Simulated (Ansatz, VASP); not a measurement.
**One calculation of Ge, two programs**

```
CELL_PARAMETERS angstrom
7.90050 0.00000 0.00000
-3.95025 6.84203 0.00000
0.00000 0.00000 5.51827
ATOMIC_POSITIONS crystal
Ge 0.29021 0.00000 0.00000
Ge 0.00000 0.29021 0.66667
Ge 0.70979 0.70979 0.33333
Ge 0.70979 0.00000 0.50000
Ge 0.00000 0.70979 0.16667
Ge 0.29021 0.29021 0.83333
Ge 0.40810 0.81619 0.75000
Ge 0.18381 0.59190 0.41667
Ge 0.40810 0.59190 0.08333
Ge 0.59190 0.18381 0.25000
Ge 0.81619 0.40810 0.91667
Ge 0.59190 0.40810 0.58333
```

Alike in both runs: functional PBE; k mesh 6 × 6 × 6; occupations gaussian, width 0.02 eV; no spin polarisation.

Ansatz relaxed the structure, and its values are those at the end. VASP's run is a single point on that final structure, the one shown.

|  | VASP | Ansatz |
| --- | --- | --- |
| version | VASP 6.6.1 | Ansatz 0.2.0 |
| potentials or method | VASP PAW PBE potentials, release 64 (Ge_d), cutoff 520 eV | scalar-relativistic, plane waves, PAW |
| valence electrons in the cell | 168 | 168 |

|  | VASP | Ansatz | Ansatz less VASP |
| --- | --- | --- | --- |
| gap on the k mesh at the Fermi level (eV) | 0.39 | 0.39 | -0.003 |
| least direct gap on the mesh (eV) | 0.39 | 0.39 | -0.003 |
| pressure (GPa) | -0.1 | 0.0 | +0.05 |

With one functional, cell and mesh, what is left measures potentials, basis and numerics.
